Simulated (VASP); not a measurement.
# GaAs (P6_3/mmc) in VASP: a series of runs

GaAs is run at these levels: PBEsol, r2SCAN+rVV10; tasks: single point, relaxation of cell and atoms.

Program: VASP 6.6.1. These are calculated values, not measurements. Logs are shortened: lines on timing, memory, paths and dates and some standing lists are left out, and cuts for length are marked.

### 1 The cell of the first run

Symmetry: P6_3/mmc, No. 194, hexagonal system. The conventional cell has a = 4.269 Å, b = 4.269 Å, c = 5.634 Å, α = 90.00°, β = 90.00°, γ = 120.00°. Within 3.3 Å of Ga (site symmetry -6m2) lie 5 As at 2.46 to 2.82 Å. As (site symmetry -6m2) has 5 Ga at 2.46 to 2.82 Å within 3.3 Å.

### 2 Single point, PBEsol

Input file INCAR:

```
SYSTEM = GaAs
PREC = Accurate
ENCUT = 520
EDIFF = 1E-6
ISMEAR = -1
SIGMA = 0.03
LREAL = .FALSE.
LASPH = .TRUE.
NELM = 60
ALGO = Normal
ISIF = 2
LWAVE = .FALSE.
LCHARG = .FALSE.
GGA = PS
NBANDS = 26
```

Input file KPOINTS:

```
Automatic mesh
0
G
  6 6 4
  0 0 0
```

Input file POSCAR:

```
GaAs
1.0
    4.2686121554      0.0000000000      0.0000000000
   -2.1343060777      3.6967265655      0.0000000000
    0.0000000000      0.0000000000      5.6339616743
Ga As
2 2
Direct
    0.3333333333      0.6666666667      0.2500000000
    0.6666666667      0.3333333333      0.7500000000
    0.6666666667      0.3333333333      0.2500000000
    0.3333333333      0.6666666667      0.7500000000
```

Potentials or basis: VASP PAW PBE potentials, release 64 (Ga_d, As).

The run is started by

```bash
cat potpaw_PBE.64/Ga_d/POTCAR potpaw_PBE.64/As/POTCAR > POTCAR
mpirun -np 1 vasp_std > vasp.out
```

OUTCAR:

```text
SYSTEM = GaAs
   PREC = Accurate
   ENCUT = 520
   EDIFF = 1E-6
   ISMEAR = -1
   LREAL = .FALSE.
   LASPH = .TRUE.
   NELM = 60
   ISIF = 2
   GGA = PS

 ion  position               nearest neighbor table
   1  0.333  0.667  0.250-   3 2.46   3 2.46   3 2.46   4 2.82   4 2.82
   2  0.667  0.333  0.750-   4 2.46   4 2.46   4 2.46   3 2.82   3 2.82
   3  0.667  0.333  0.250-   1 2.46   1 2.46   1 2.46   2 2.82   2 2.82
   4  0.333  0.667  0.750-   2 2.46   2 2.46   2 2.46   1 2.82   1 2.82

  LATTYP: Found a hexagonal cell.
 ALAT       =     4.2686121554
 C/A-ratio  =     1.3198579466

  Lattice vectors:

 A1 = (   4.2686121554,   0.0000000000,   0.0000000000)
 A2 = (  -2.1343060777,   3.6967265655,   0.0000000000)
 A3 = (   0.0000000000,   0.0000000000,   5.6339616743)

Analysis of symmetry for initial positions (statically):
=====================================================================
 Subroutine PRICEL returns:
 Original cell was already a primitive cell.

 Routine SETGRP: Setting up the symmetry group for a
 hexagonal supercell.

 Subroutine GETGRP returns: Found 24 space group operations
 (whereof 12 operations were pure point group operations)
 out of a pool of 24 trial point group operations.

The static configuration has the point symmetry D_3d.
 The point group associated with its full space group is D_6h.

Analysis of symmetry for dynamics (positions and initial velocities):
=====================================================================
 Subroutine PRICEL returns:
 Original cell was already a primitive cell.

 Routine SETGRP: Setting up the symmetry group for a
 hexagonal supercell.

 Subroutine GETGRP returns: Found 24 space group operations
 (whereof 12 operations were pure point group operations)
 out of a pool of 24 trial point group operations.

The dynamic configuration has the point symmetry D_3d.
 The point group associated with its full space group is D_6h.

 Subroutine INISYM returns: Found 24 space group operations
 (whereof 12 operations are pure point group operations),
 and found     1 'primitive' translations

----------------------------------------------------------------------------------------

                                     Primitive cell

  volume of cell :      88.9033

  direct lattice vectors                    reciprocal lattice vectors
     4.268612155  0.000000000  0.000000000     0.234268180  0.135254797  0.000000000
    -2.134306078  3.696726566  0.000000000     0.000000000  0.270509593  0.000000000
     0.000000000  0.000000000  5.633961674     0.000000000  0.000000000  0.177494995

[... 84 lines left out ...]
   LREAL  =      F    real-space projection
   EDIFFG = 0.1E-04   stopping-criterion for IOM
   NSW    =      0    number of steps for IOM
   IBRION =     -1    ionic relax: 0-MD 1-quasi-New 2-CG
   NFREE  =      0    steps in history (QN), initial steepest desc. (CG)
   ISIF   =      2    stress and relaxation
   ISYM   =      2    0-nonsym 1-usesym 2-fastsym
   POTIM  = 0.5000    time-step for ionic-motion
   TEBEG  =    0.0;   TEEND  =   0.0 temperature during run
   PSTRESS=    0.0 pullay stress
   NELECT =      36.0000    total number of electrons
   NUPDOWN=      -1.0000    fix difference up-down
   EMIN   =  10.00;   EMAX   =-10.00  energy-range for DOS
   EFERMI =   0.00;   METHOD = LEGACY
   ISMEAR =    -1;   SIGMA  =   0.03  broadening in eV -4-tet -1-fermi 0-gaus
   EFERMI_NEDOS =   21; number of points for ismear=-14 and -15
   IALGO  =     38    algorithm
   IMIX   =      4    mixing-type and parameters
     AMIX     =   0.40;   BMIX     =  1.00
     AMIX_MAG =   1.60;   BMIX_MAG =  1.00
  volume/ion in A,a.u.               =      22.23       149.99
  Fermi-wavevector in a.u.,A,eV,Ry     =   1.211164  2.288768 19.958641  1.466919
  Thomas-Fermi vector in A             =   2.346688
   LORBIT       =      0    0 simple, 1 ext, 2 COOP (PROOUT), +10 PAW based schemes
   GGA     = PS    functional components
   LHFCALC =     F    Hartree Fock is set to
   AEXX    =    0.0000 exact exchange contribution
   IVDW    =     0    specifies the selected vdW correction
   LEPSILON=     F    determine dielectric tensor
   LRPA    =     F    only Hartree local field effects (RPA)
 non-spin polarized calculation
  energy-cutoff  :      520.00
  volume of cell :       88.90
 maximum number of plane-waves:      2415
 NGX is ok and might be reduce to    32
   NGX = 15   NGY = 15   NGZ = 21

 number of electron      36.0000023 magnetization

 Free energy of the ion-electron system (eV)
  ---------------------------------------------------
  ext. energy  EPLUGINS =         0.00000000
  ---------------------------------------------------
  free energy    TOTEN  =       -16.93896814 eV

  energy without entropy =      -16.93485729  energy(sigma->0) =      -16.93691272

 E-fermi :   3.9984     XC(G=0):  -9.9012

 val. band max:        3.9839736884   @ k =   0.0000   0.0000   0.5000
 cond. band min:       4.1572111554   @ k =   0.1667   0.1667   0.2500
 fundamental gap:      0.1732374670
 Fermi energy:         3.9984400195

 k-point     1 :       0.0000    0.0000    0.0000
  band No.  band energies     occupation
      1     -10.9802      2.00000
      2     -10.8443      2.00000
      3     -10.8443      2.00000
      4     -10.8441      2.00000
      5     -10.8441      2.00000
      6     -10.8335      2.00000
[... 598 lines left out ...]
     25       9.9905      0.00000
     26       9.9905      0.00000

------------------------ aborting loop because EDIFF is reached ----------------------------------------

  FORCE on cell =-STRESS in cart. coord.  units (eV):
  Direction    XX          YY          ZZ          XY          YZ          ZX
  --------------------------------------------------------------------------------------
  -------------------------------------------------------------------------------------
  Total        0.0467875      0.0467875      0.0557593      0.0000000     -0.0000000      0.0000000
  in kB        0.8431850      0.8431850      1.0048708      0.0000000     -0.0000000      0.0000000
  external PRESSURE =       0.8970802 kB  Pullay stress =       0.0000000 kB

 VOLUME and BASIS-vectors are now :
 -----------------------------------------------------------------------------
  energy-cutoff  :      520.00
  volume of cell :       88.90
      direct lattice vectors                 reciprocal lattice vectors
     4.268612155  0.000000000  0.000000000     0.234268180  0.135254797  0.000000000
    -2.134306078  3.696726566  0.000000000     0.000000000  0.270509593  0.000000000
     0.000000000  0.000000000  5.633961674     0.000000000  0.000000000  0.177494995

 POSITION                                       TOTAL-FORCE (eV/Angst)
 -----------------------------------------------------------------------------------
     -0.00000      2.46448      1.40849         0.000000      0.000000      0.000000
      2.13431      1.23224      4.22547        -0.000000     -0.000000      0.000000
      2.13431      1.23224      1.40849         0.000000     -0.000000      0.000000
     -0.00000      2.46448      4.22547        -0.000000      0.000000      0.000000
 -----------------------------------------------------------------------------------
    total drift:                               -0.000000      0.000000     -0.000000

  FREE ENERGIE OF THE ION-ELECTRON SYSTEM (eV)
  ---------------------------------------------------
  free  energy   TOTEN  =       -16.9389681434 eV

  energy  without entropy=      -16.9348572907  energy(sigma->0) =      -16.93691272
```

OSZICAR:

```text
N       E                     dE             d eps       ncg     rms          rms(c)
DAV:   1     0.239135627370E+03    0.23914E+03   -0.17248E+04  1106   0.198E+03
DAV:   2     0.119541821343E+02   -0.22718E+03   -0.21928E+03  1158   0.429E+02
DAV:   3    -0.163126817471E+02   -0.28267E+02   -0.27800E+02  1332   0.122E+02
DAV:   4    -0.172588403693E+02   -0.94616E+00   -0.94167E+00  1336   0.224E+01
DAV:   5    -0.172778148161E+02   -0.18974E-01   -0.18959E-01  1362   0.309E+00    0.385E+00
DAV:   6    -0.169805858695E+02    0.29723E+00   -0.55545E-01  1480   0.114E+01    0.215E+00
DAV:   7    -0.169431771064E+02    0.37409E-01   -0.13945E-01  1404   0.222E+00    0.788E-01
DAV:   8    -0.169388260887E+02    0.43510E-02   -0.23199E-02  1306   0.183E+00    0.119E-01
DAV:   9    -0.169388632953E+02   -0.37207E-04   -0.31558E-03  1390   0.864E-01    0.630E-02
DAV:  10    -0.169389103437E+02   -0.47048E-04   -0.30521E-04  1286   0.136E-01    0.357E-02
DAV:  11    -0.169389711494E+02   -0.60806E-04   -0.16720E-04  1204   0.128E-01    0.116E-02
DAV:  12    -0.169389682939E+02    0.28555E-05   -0.17684E-05  1244   0.385E-02    0.534E-03
DAV:  13    -0.169389681434E+02    0.15048E-06   -0.83327E-07   896   0.649E-03
   1 F= -.16938968E+02 E0= -.16936913E+02  d E =-.411085E-02
```

Wall time 51 s (1 thread of AMD EPYC 7R13, shared host); peak memory 0.18 GiB.

Results:

* Free energy: -16.9390 eV
* Pressure: 0.1 GPa
* Band gap on the k mesh: zero (bands 18 and 19 overlap by 1.10 eV)

Caveat: the PAW data sets were made with another functional, which shifts forces and pressure a little.

### 3 Single point, r2SCAN+rVV10

This run uses another cell than the first one, of 22.28 Å³/atom.

Input file POSCAR:

```
GaAs
1.0
    4.2383119517      0.0000000000      0.0000000000
   -2.1191559759      3.6704858194      0.0000000000
    0.0000000000      0.0000000000      5.7295539459
Ga As
2 2
Direct
    0.3333333333      0.6666666667      0.2500000000
    0.6666666667      0.3333333333      0.7500000000
    0.6666666667      0.3333333333      0.2500000000
    0.3333333333      0.6666666667      0.7500000000
```

Input file INCAR.step1:

```
SYSTEM = GaAs
PREC = Accurate
ENCUT = 520
ISMEAR = -1
SIGMA = 0.03
LREAL = .FALSE.
LASPH = .TRUE.
NELM = 80
NBANDS = 26
GGA = PE
ALGO = Normal
EDIFF = 1E-4
LWAVE = .TRUE.
LCHARG = .FALSE.
```

Input file INCAR.step2:

```
SYSTEM = GaAs
PREC = Accurate
ENCUT = 520
EDIFF = 1E-6
ISMEAR = -1
SIGMA = 0.03
LREAL = .FALSE.
LASPH = .TRUE.
NELM = 80
ALGO = Normal
ISIF = 2
LWAVE = .FALSE.
LCHARG = .TRUE.
METAGGA = R2SCAN
LMIXTAU = .TRUE.
LUSE_VDW = .TRUE.
IVDW_NL = 2
BPARAM = 11.95
CPARAM = 0.0093
LELF = .TRUE.
LVHAR = .TRUE.
NBANDS = 26
ISTART = 1
```

KPOINTS is that of step 2.

Potentials or basis: VASP PAW PBE potentials, release 64 (Ga_d, As).

The run is started by

```bash
cat potpaw_PBE.64/Ga_d/POTCAR potpaw_PBE.64/As/POTCAR > POTCAR
cp INCAR.step1 INCAR
mpirun -np 1 vasp_std > vasp.out
cp INCAR.step2 INCAR
mpirun -np 1 vasp_std > vasp.out
```

Run time: 4.2 min. Hardware: 1 thread of AMD EPYC 7R13, shared host; peak memory 0.39 GiB.

Results (log left out):

* Free energy: -51.4576 eV
* Pressure: 0.2 GPa
* Band gap on the k mesh: zero (bands 18 and 19 overlap by 1.09 eV)

Stress tensor (GPa, compression positive):
```
0.21 0.00 0.00
0.00 0.21 0.00
0.00 0.00 0.06
```

Levels at points of the mesh, in eV from the Fermi level:
```tsv
k point	band 16	band 17	band 18	band 19	band 20	band 21
(0.00, 0.00, 0.00)	-2.47	-0.66	-0.66	0.56	0.83	3.03
(0.50, 0.00, 0.00)	-3.79	-2.06	-1.71	-0.36	2.64	5.47
(0.00, 0.00, 0.50)	-1.67	-1.67	-1.67	-0.07	-0.07	3.75
(0.50, 0.00, 0.50)	-2.93	-0.67	-0.67	1.44	1.44	2.93
```

Caveat: the PAW data sets were made with another functional, which shifts forces and pressure a little.

### 4 Relaxation of cell and atoms, PBEsol

This run uses another cell than the first one, of 18.83 Å³/atom.

Input file INCAR:

```
  PREC = Accurate
  ENCUT = 600
  EDIFF = 1E-6
  ISMEAR = -1
  SIGMA = 0.03
  LREAL = F
  LASPH = T
  NELM = 60
  ALGO = Normal
  ISIF = 3
  LWAVE = F
  LCHARG = F
  GGA = PS
  IBRION = 2
  NSW = 100
  EDIFFG = -0.01
```

Input file KPOINTS:

```
Automatic mesh
0
Gamma
  6 6 4
```

Input file POSCAR:

```
GaAs
1.0
    4.1128602457      0.0000000000      0.0000000000
   -2.0564301229      3.5618414550      0.0000000000
    0.0000000000      0.0000000000      5.1408021000
Ga As
2 2
Direct
    0.3333333333      0.6666666667      0.2500000000
    0.6666666667      0.3333333333      0.7500000000
    0.6666666667      0.3333333333      0.2500000000
    0.3333333333      0.6666666667      0.7500000000
```

The run is started by

```bash
cat potpaw_PBE.64/Ga_d/POTCAR potpaw_PBE.64/As/POTCAR > POTCAR
mpirun -np 1 vasp_std > vasp.out
```

Run time: 8.1 min. Hardware: 1 thread of AMD EPYC 7R13, shared host; peak memory 0.22 GiB.

The run converged. Its results:

| Property | Result |
| --- | --- |
| Free energy | -16.9375 eV |
| Relaxed volume | 22.28 Å³/atom |
| Relaxed cell | a = 4.272 Å, b = 4.272 Å, c = 5.639 Å, α = 90.00°, β = 90.00°, γ = 120.00° |
| Space group after relaxing (to 0.1 Å) | P6_3/mmc (No. 194) |
| Energy gained by relaxing | 145.5 meV/atom |
| Ionic steps | 16 |
| Pressure after relaxing | 0.0 GPa |
| Band gap on the k mesh | zero (bands 18 and 19 overlap by 1.10 eV) |

Step by step:
```csv
step,energy change (eV),largest force (eV/Å),pressure (GPa),volume (Å³)
1,0.0000,0.0000,15.89,75.31
2,-0.4290,0.0000,-4.89,97.55
3,-0.5722,0.0000,-0.06,88.77
4,-0.5721,0.0000,0.20,88.49
5,-0.5742,0.0000,0.17,88.48
6,-0.5765,0.0000,0.29,88.44
7,-0.5767,0.0000,0.31,88.43
8,-0.5780,0.0000,0.38,88.41
9,-0.5803,0.0000,0.59,88.35
10,-0.5810,0.0000,-0.18,89.45
11,-0.5814,0.0000,0.19,89.03
12,-0.5814,0.0000,0.05,89.09
13,-0.5814,0.0000,0.15,89.05
14,-0.5818,0.0000,-0.04,89.20
15,-0.5818,0.0000,-0.06,89.20
16,-0.5818,0.0000,0.04,89.12
```

Final structure:
```
CELL_PARAMETERS angstrom
4.27177 0.00000 0.00000
-2.13588 3.69946 0.00000
0.00000 0.00000 5.63918
ATOMIC_POSITIONS crystal
Ga 0.33333 0.66667 0.25000
Ga 0.66667 0.33333 0.75000
As 0.66667 0.33333 0.25000
As 0.33333 0.66667 0.75000
```

Levels at points of the mesh, in eV from the Fermi level:
| k point | band 16 | band 17 | band 18 | band 19 | band 20 | band 21 |
| --- | --- | --- | --- | --- | --- | --- |
| (0.00, 0.00, 0.00) | -2.33 | -0.43 | -0.43 | 0.17 | 0.76 | 2.79 |
| (0.50, 0.00, 0.00) | -3.59 | -2.01 | -1.38 | -0.53 | 2.49 | 5.29 |
| (0.00, 0.00, 0.50) | -1.49 | -1.49 | -1.49 | -0.02 | -0.02 | 3.50 |
| (0.50, 0.00, 0.50) | -2.68 | -0.56 | -0.56 | 1.40 | 1.40 | 2.86 |

Caveat: the volume moved by over 15 % at a fixed basis, so the end points are rough; the PAW data sets were made with another functional, which shifts forces and pressure a little.

### 5 Overview

```csv
task,level,cell,cutoff (eV),gap on the mesh (eV),pressure (GPa)
single point,PBEsol,"a = 4.269, b = 4.269, c = 5.634 Å, angles 90.0, 90.0, 120.0°, 4 atoms",520,none,0.1
single point,r2SCAN+rVV10,"a = 4.238, b = 4.238, c = 5.730 Å, angles 90.0, 90.0, 120.0°, 4 atoms",520,none,0.2
relaxation of cell and atoms,PBEsol,"relaxed from a = 4.113, b = 4.113, c = 5.141 Å, angles 90.0, 90.0, 120.0°, 4 atoms",600,none,0.0
```

Alike in all rows: potentials or basis VASP PAW PBE potentials, release 64 (Ga_d, As); no spin polarisation; k mesh 6 × 6 × 4; smearing fermi-dirac 0.03 eV.

Caveats: the PAW data sets were made with another functional, which shifts forces and pressure a little; the volume moved by over 15 % at a fixed basis, so the end points are rough (at least some runs).

Absolute energies hang on the potentials; compare differences alone.
